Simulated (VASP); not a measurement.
# LiCl (Fm-3m) in VASP: single point with PBE

Aim: the single point of LiCl with PBE.

Program: VASP 6.6.1. These are calculated values, not measurements. Logs are shortened: lines on timing, memory, paths and dates and some standing lists are left out, and cuts for length are marked.

### 1 The cell of the first run

The structure is cubic, space group Fm-3m (No. 225). Conventional cell: a = 5.130 Å, b = 5.130 Å, c = 5.130 Å, α = 90.00°, β = 90.00°, γ = 90.00°. Li (site symmetry m-3m) has 6 Cl at 2.56 Å within 3.4 Å. Within 3.4 Å of Cl (site symmetry m-3m) lie 6 Li at 2.56 Å.

### 2 Single point, PBE

The input, INCAR:

```
SYSTEM = LiCl
PREC = Accurate ; ENCUT = 750
EDIFF = 1E-6 ; ISMEAR = 1
SIGMA = 0.05 ; LREAL = .False.
LASPH = .True. ; NELM = 120
ALGO = Normal ; ISIF = 2
LWAVE = .False. ; LCHARG = .True.
GGA = PE ; LELF = .True.
LVHAR = .True. ; NBANDS = 54
GGA_COMPAT = .False.
```

The input, KPOINTS:

```
Automatic mesh
0
Gamma
  2 2 2
  0 0 0
```

The input, POSCAR:

```
LiCl
1.0
    0.0000000000      5.1295400000      5.1295400000
    5.1295400000      0.0000000000      5.1295400000
    5.1295400000      5.1295400000      0.0000000000
Li Cl
8 8
Direct
    0.0000000000      0.0000000000      0.0000000000
    0.0000000000      0.0000000000      0.5000000000
    0.0000000000      0.5000000000      0.0000000000
    0.0000000000      0.5000000000      0.5000000000
    0.5000000000      0.0000000000      0.0000000000
    0.5000000000      0.0000000000      0.5000000000
    0.5000000000      0.5000000000      0.0000000000
    0.5000000000      0.5000000000      0.5000000000
    0.2500000000      0.2500000000      0.2500000000
    0.2500000000      0.2500000000      0.7500000000
    0.2500000000      0.7500000000      0.2500000000
    0.2500000000      0.7500000000      0.7500000000
    0.7500000000      0.2500000000      0.2500000000
    0.7500000000      0.2500000000      0.7500000000
    0.7500000000      0.7500000000      0.2500000000
    0.7500000000      0.7500000000      0.7500000000
```

Potentials or basis: VASP PAW PBE potentials, release 64 (Li_sv, Cl).

Launch:

```bash
$ cat potpaw_PBE.64/Li_sv/POTCAR potpaw_PBE.64/Cl/POTCAR > POTCAR
$ mpirun -np 1 vasp_std > vasp.out
```

OUTCAR:

```text
SYSTEM = LiCl
   PREC = Accurate
   ENCUT = 750
   EDIFF = 1E-6
   ISMEAR = 1
   LREAL = .False.
   LASPH = .True.
   NELM = 120
   ISIF = 2
   GGA = PE

 ion  position               nearest neighbor table
   1  0.000  0.000  0.000-  10 2.56  11 2.56  12 2.56  13 2.56  14 2.56  15 2.56
   2  0.000  0.000  0.500-   9 2.56  11 2.56  12 2.56  13 2.56  14 2.56  16 2.56
   3  0.000  0.500  0.000-   9 2.56  10 2.56  12 2.56  13 2.56  15 2.56  16 2.56
   4  0.000  0.500  0.500-   9 2.56  10 2.56  11 2.56  14 2.56  15 2.56  16 2.56
   5  0.500  0.000  0.000-   9 2.56  10 2.56  11 2.56  14 2.56  15 2.56  16 2.56
   6  0.500  0.000  0.500-   9 2.56  10 2.56  12 2.56  13 2.56  15 2.56  16 2.56
[... 8 lines left out ...]
  15  0.750  0.750  0.250-   1 2.56   3 2.56   4 2.56   5 2.56   6 2.56   8 2.56
  16  0.750  0.750  0.750-   2 2.56   3 2.56   4 2.56   5 2.56   6 2.56   7 2.56

  LATTYP: Found a face centered cubic cell.
 ALAT       =    10.2590800000

  Lattice vectors:

 A1 = (   0.0000000000,   5.1295400000,   5.1295400000)
 A2 = (   5.1295400000,   0.0000000000,   5.1295400000)
 A3 = (   5.1295400000,   5.1295400000,   0.0000000000)

Analysis of symmetry for initial positions (statically):
=====================================================================
 Subroutine PRICEL returns following result:

  LATTYP: Found a face centered cubic cell.
 ALAT       =     5.1295400000

  Lattice vectors:

 A1 = (   0.0000000000,   2.5647700000,   2.5647700000)
 A2 = (   2.5647700000,   0.0000000000,   2.5647700000)
 A3 = (   2.5647700000,   2.5647700000,   0.0000000000)

   8 primitive cells build up your supercell.

 Routine SETGRP: Setting up the symmetry group for a
 face centered cubic supercell.

 Subroutine GETGRP returns: Found 48 space group operations
 (whereof 48 operations were pure point group operations)
 out of a pool of 48 trial point group operations.

The static configuration has the point symmetry O_h .

Analysis of symmetry for dynamics (positions and initial velocities):
=====================================================================
 Subroutine PRICEL returns following result:

  LATTYP: Found a face centered cubic cell.
 ALAT       =     5.1295400000

  Lattice vectors:

 A1 = (   0.0000000000,   2.5647700000,   2.5647700000)
 A2 = (   2.5647700000,   0.0000000000,   2.5647700000)
 A3 = (   2.5647700000,   2.5647700000,   0.0000000000)

   8 primitive cells build up your supercell.

 Routine SETGRP: Setting up the symmetry group for a
 face centered cubic supercell.

 Subroutine GETGRP returns: Found 48 space group operations
 (whereof 48 operations were pure point group operations)
 out of a pool of 48 trial point group operations.

The dynamic configuration has the point symmetry O_h .

 Subroutine INISYM returns: Found 48 space group operations
 (whereof 48 operations are pure point group operations),
 and found     8 'primitive' translations

----------------------------------------------------------------------------------------

                                     Primitive cell

  volume of cell :      33.7423

  direct lattice vectors                    reciprocal lattice vectors
     0.000000000  2.564770000  2.564770000    -0.194949255  0.194949255  0.194949255
     2.564770000  0.000000000  2.564770000     0.194949255 -0.194949255  0.194949255
     2.564770000  2.564770000  0.000000000     0.194949255  0.194949255 -0.194949255

  length of vectors
     3.627132518  3.627132518  3.627132518     0.337662014  0.337662014  0.337662014

  position of ions in fractional coordinates (direct lattice)
     0.000000000  0.000000000  0.000000000
     0.500000000  0.500000000  0.500000000

  ion indices of the primitive-cell ions
   primitive index   ion index
                 1           1
                 2           9

----------------------------------------------------------------------------------------

 KPOINTS: Automatic mesh

Automatic generation of k-mesh.
 Grid dimensions read from file:
 generate k-points for:    2    2    2

 Generating k-lattice:

  Cartesian coordinates                     Fractional coordinates (reciprocal lattice)
    -0.048737314  0.048737314  0.048737314     0.500000000  0.000000000  0.000000000
     0.048737314 -0.048737314  0.048737314     0.000000000  0.500000000  0.000000000
     0.048737314  0.048737314 -0.048737314     0.000000000  0.000000000  0.500000000

  Length of vectors
     0.084415504  0.084415504  0.084415504

  Shift w.r.t. Gamma in fractional coordinates (k-lattice)
     0.000000000  0.000000000  0.000000000

 Subroutine IBZKPT returns following result:
 ===========================================

 Found      3 irreducible k-points:

 Following reciprocal coordinates:
            Coordinates               Weight
  0.000000  0.000000  0.000000      1.000000
  0.500000  0.000000  0.000000      4.000000
  0.500000  0.500000  0.000000      3.000000
   k-points           NKPTS =      3   k-points in BZ     NKDIM =      3   number of bands    NBANDS=     54
   number of dos      NEDOS =    301   number of ions     NIONS =     16
   total plane-waves  NPLWV = 343000
   dimension x,y,z NGX =    70 NGY =   70 NGZ =   70
   dimension x,y,z NGXF=   140 NGYF=  140 NGZF=  140
   ions per type =               8   8
   NGX,Y,Z   is equivalent  to a cutoff of  16.04, 16.04, 16.04 a.u.
   NGXF,Y,Z  is equivalent  to a cutoff of  32.08, 32.08, 32.08 a.u.
 SYSTEM =  LiCl
   PREC   = accura    normal or accurate (medium, high low for compatibility)
   ISTART =      0    job   : 0-new  1-cont  2-samecut
   ICHARG =      2    charge: 1-file 2-atom 10-const
   ISPIN  =      1    spin polarized calculation?
   LNONCOLLINEAR =      F non collinear calculations
   LSORBIT =      F    spin-orbit coupling
   LASPH  =      T    aspherical Exc in radial PAW
   ENCUT  =  750.0 eV  55.12 Ry    7.42 a.u.  16.20 16.20 16.20*2*pi/ulx,y,z
   NELM   =    120;   NELMIN=  2; NELMDL= -5     # of ELM steps
   EDIFF  = 0.1E-05   stopping-criterion for ELM
   LREAL  =      F    real-space projection
   EDIFFG = 0.1E-04   stopping-criterion for IOM
   NSW    =      0    number of steps for IOM
   IBRION =     -1    ionic relax: 0-MD 1-quasi-New 2-CG
   NFREE  =      0    steps in history (QN), initial steepest desc. (CG)
   ISIF   =      2    stress and relaxation
   ISYM   =      2    0-nonsym 1-usesym 2-fastsym
   POTIM  = 0.5000    time-step for ionic-motion
   TEBEG  =    0.0;   TEEND  =   0.0 temperature during run
   PSTRESS=    0.0 pullay stress
   NELECT =      80.0000    total number of electrons
   NUPDOWN=      -1.0000    fix difference up-down
   EMIN   =  10.00;   EMAX   =-10.00  energy-range for DOS
   EFERMI =   0.00;   METHOD = LEGACY
   ISMEAR =     1;   SIGMA  =   0.05  broadening in eV -4-tet -1-fermi 0-gaus
   EFERMI_NEDOS =   21; number of points for ismear=-14 and -15
   IALGO  =     38    algorithm
   IMIX   =      4    mixing-type and parameters
     AMIX     =   0.40;   BMIX     =  1.00
     AMIX_MAG =   1.60;   BMIX_MAG =  1.00
  volume/ion in A,a.u.               =      16.87       113.85
  Fermi-wavevector in a.u.,A,eV,Ry     =   1.091482  2.062601 16.209056  1.191332
  Thomas-Fermi vector in A             =   2.227728
   LORBIT       =      0    0 simple, 1 ext, 2 COOP (PROOUT), +10 PAW based schemes
   GGA     = PE    functional components
   LHFCALC =     F    Hartree Fock is set to
   AEXX    =    0.0000 exact exchange contribution
   IVDW    =     0    specifies the selected vdW correction
   LEPSILON=     F    determine dielectric tensor
   LRPA    =     F    only Hartree local field effects (RPA)
 non-spin polarized calculation
 Methfessel and Paxton  Order N= 1 SIGMA  =   0.05
  energy-cutoff  :      750.00
  volume of cell :      269.94
 maximum number of plane-waves:     12662
 NGX is ok and might be reduce to    70
   NGX = 33   NGY = 33   NGZ = 33

 number of electron      79.9999988 magnetization

 Free energy of the ion-electron system (eV)
  ---------------------------------------------------
  ext. energy  EPLUGINS =         0.00000000
  ---------------------------------------------------
  free energy    TOTEN  =       -59.01387301 eV

  energy without entropy =      -59.01496205  energy(sigma->0) =      -59.01423602

 E-fermi :   0.6270     XC(G=0):  -8.7281

 val. band max:        0.5848911320   @ k =   0.0000   0.0000   0.0000
 cond. band min:       6.9161217292   @ k =   0.0000   0.0000   0.0000
 fundamental gap:      6.3312305972
 Fermi energy:         0.6269810985

 k-point     1 :       0.0000    0.0000    0.0000
  band No.  band energies     occupation
      1     -42.9395      2.00000
      2     -42.9367      2.00000
      3     -42.9367      2.00000
      4     -42.9367      2.00000
      5     -42.9367      2.00000
      6     -42.9359      2.00000
[... 44 lines left out ...]
     51       8.8755      0.00000
     52      10.0817      0.00000

 k-point     2 :       0.5000    0.0000    0.0000
  band No.  band energies     occupation
      1     -42.9381      2.00000
      2     -42.9381      2.00000
      3     -42.9364      2.00000
      4     -42.9364      2.00000
      5     -42.9364      2.00000
      6     -42.9364      2.00000
[... 44 lines left out ...]
     51      10.1863      0.00000
     52      10.1863      0.00000

 k-point     3 :       0.5000    0.5000    0.0000
  band No.  band energies     occupation
      1     -42.9377      2.00000
      2     -42.9377      2.00000
      3     -42.9368      2.00000
      4     -42.9368      2.00000
      5     -42.9368      2.00000
      6     -42.9368      2.00000
[... 44 lines left out ...]
     51      10.3211      0.00000
     52      10.3240      0.00000
 [bands above 52 left out]

------------------------ aborting loop because EDIFF is reached ----------------------------------------

  FORCE on cell =-STRESS in cart. coord.  units (eV):
  Direction    XX          YY          ZZ          XY          YZ          ZX
  --------------------------------------------------------------------------------------
  -------------------------------------------------------------------------------------
  Total        0.6903403      0.6903403      0.6903403     -0.0000000     -0.0000000     -0.0000000
  in kB        4.0974020      4.0974020      4.0974020     -0.0000000     -0.0000000     -0.0000000
  external PRESSURE =       4.0974020 kB  Pullay stress =       0.0000000 kB

 VOLUME and BASIS-vectors are now :
 -----------------------------------------------------------------------------
  energy-cutoff  :      750.00
  volume of cell :      269.94
      direct lattice vectors                 reciprocal lattice vectors
     0.000000000  5.129540000  5.129540000    -0.097474627  0.097474627  0.097474627
     5.129540000  0.000000000  5.129540000     0.097474627 -0.097474627  0.097474627
     5.129540000  5.129540000  0.000000000     0.097474627  0.097474627 -0.097474627

 POSITION                                       TOTAL-FORCE (eV/Angst)
 -----------------------------------------------------------------------------------
      0.00000      0.00000      0.00000         0.000000      0.000000      0.000000
      2.56477      2.56477      0.00000         0.000000      0.000000     -0.000000
      2.56477      0.00000      2.56477         0.000000      0.000000     -0.000000
      5.12954      2.56477      2.56477        -0.000000      0.000000     -0.000000
      0.00000      2.56477      2.56477         0.000000     -0.000000     -0.000000
      2.56477      5.12954      2.56477        -0.000000     -0.000000     -0.000000
[... 8 lines left out ...]
      5.12954      5.12954      7.69431        -0.000000      0.000000      0.000000
      7.69431      7.69431      7.69431        -0.000000      0.000000     -0.000000
 -----------------------------------------------------------------------------------
    total drift:                                0.000000      0.000000     -0.000000

  FREE ENERGIE OF THE ION-ELECTRON SYSTEM (eV)
  ---------------------------------------------------
  free  energy   TOTEN  =       -59.0138730125 eV

  energy  without entropy=      -59.0149620490  energy(sigma->0) =      -59.01423602
```

Wall time 3.1 min (1 thread of Intel Xeon 8259CL, shared host); peak memory 0.67 GiB.

What came out:

```
Free energy            : -59.0139 eV
Pressure               : 0.4 GPa
Band gap on the k mesh : 6.33 eV
```

Levels at points of the mesh, in eV from the valence-band top:
| k point | band 37 | band 38 | band 39 | band 40 | band 41 | band 42 | band 43 | band 44 |
| --- | --- | --- | --- | --- | --- | --- | --- | --- |
| (0.00, 0.00, 0.00) | -0.26 | 0.00 | 0.00 | 0.00 | 6.33 | 6.76 | 6.76 | 6.76 |
| (0.50, 0.00, 0.00) | -0.13 | -0.13 | -0.13 | -0.13 | 7.22 | 7.22 | 8.17 | 8.17 |
| (0.50, 0.50, 0.00) | -0.28 | -0.28 | -0.28 | -0.28 | 8.18 | 8.18 | 8.18 | 8.18 |

Caveat: the k points lie up to 0.53 Å⁻¹ apart. PBE gaps usually lie below the measured ones, often by a third to a half.
